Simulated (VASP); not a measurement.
Wanted: the native input for a VASP 6.6.1 run.

| Item | Value |
| --- | --- |
| Task | relaxation of cell and atoms |
| Functional | PBE |
| Potentials or basis | VASP PAW PBE potentials, release 64 (Ta_pv) |
| Cutoff | 600 eV |
| k mesh | 18 × 18 × 18 |
| Occupations | gaussian, width 0.1 eV |
| Spin | no spin polarisation |
| Dipole correction | no |
| Further INCAR settings | ALGO = Normal; EDIFF = 1e-07; IBRION = 2; EDIFFG = -0.005; NSW = 100; ISIF = 3 |

The structure of Ta lies in POSCAR:

```
Ta
1.0
   -1.6549986157      1.6549986157      1.6549986157
    1.6549986157     -1.6549986157      1.6549986157
    1.6549986157      1.6549986157     -1.6549986157
Ta
1
Direct
    0.0000000000      0.0000000000      0.0000000000
```

One way to write it, as run:

INCAR

```
ALGO = Normal ; EDIFF = 1E-7
EDIFFG = -0.005 ; ENCUT = 600
GGA = PE ; IBRION = 2
ISIF = 3 ; ISMEAR = 0
LASPH = T ; LCHARG = F
LREAL = F ; LWAVE = F
NELM = 60 ; NSW = 100
PREC = Accurate ; SIGMA = 0.1
```

KPOINTS

```
k-points
0
Gamma
  18 18 18
```

Potentials or basis: VASP PAW PBE potentials, release 64 (Ta_pv).

Command:

```sh
$ cat potpaw_PBE.64/Ta_pv/POTCAR > POTCAR
$ mpirun -np 1 vasp_std > vasp.out
```

It gave:

```json
{
  "Relaxed volume": "18.29 Å³/atom",
  "Relaxed cell": "a = 2.875 Å, b = 2.875 Å, c = 2.875 Å, α = 109.47°, β = 109.47°, γ = 109.47°",
  "Space group after relaxing (to 0.1 Å)": "Im-3m (No. 229)",
  "Energy gained by relaxing": "0.8 meV/atom",
  "Ionic steps": "3",
  "Pressure after relaxing": "0.0 GPa",
  "Band gap on the k mesh": "zero (an odd number of electrons rules out a gap without spin polarisation)"
}
```

Caveat: spin-orbit coupling is left out, which moves the levels of the heavy elements.

Run time: 56 s on 1 thread of Intel(R) Xeon(R) 6975P-C (Granite Rapids), with other jobs on the host, peak memory 0.18 GiB.
